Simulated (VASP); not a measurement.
Here is a VASP 6.6.1 calculation.

File INCAR:

```
SYSTEM = Mg
ALGO = Normal ; EDIFF = 1E-6
ENCUT = 520 ; GGA = PS
ISIF = 2 ; ISMEAR = 0
LASPH = .True. ; LCHARG = .True.
LELF = .True. ; LREAL = .False.
LVHAR = .True. ; LWAVE = .False.
NBANDS = 9 ; NELM = 80
PREC = Accurate ; SIGMA = 0.15
```

The input KPOINTS:

```
k-points
0
Gamma
  18 18 10
  0 0 0
```

File POSCAR:

```
Mg
1.0
    3.0200401386      0.0000000000      0.0000000000
   -1.5100200693      2.6154314804      0.0000000000
    0.0000000000      0.0000000000      5.8837299028
Mg
2
Direct
    0.3333333333      0.6666666667      0.2500000000
    0.6666666667      0.3333333333      0.7500000000
```

Potentials or basis: VASP PAW PBE potentials, release 64 (Mg).

Command:

```bash
$ cat potpaw_PBE.64/Mg/POTCAR > POTCAR
$ mpirun -np 1 vasp_std > vasp.out
```

**Question.** What does it give for the pressure?

**Answer.** 0.4 GPa.

**Question.** Estimate the band gap on the k mesh.

**Answer.** Zero (band 2 reaches 3.58 eV, above the bottom of band 3 at 0.12 eV).

Stress tensor (GPa, compression positive):
```
 3.13  0.00  0.00
 0.00  3.13  0.00
 0.00  0.00 -5.02
```

Caveat: the PAW data sets were made with another functional, which shifts forces and pressure a little.
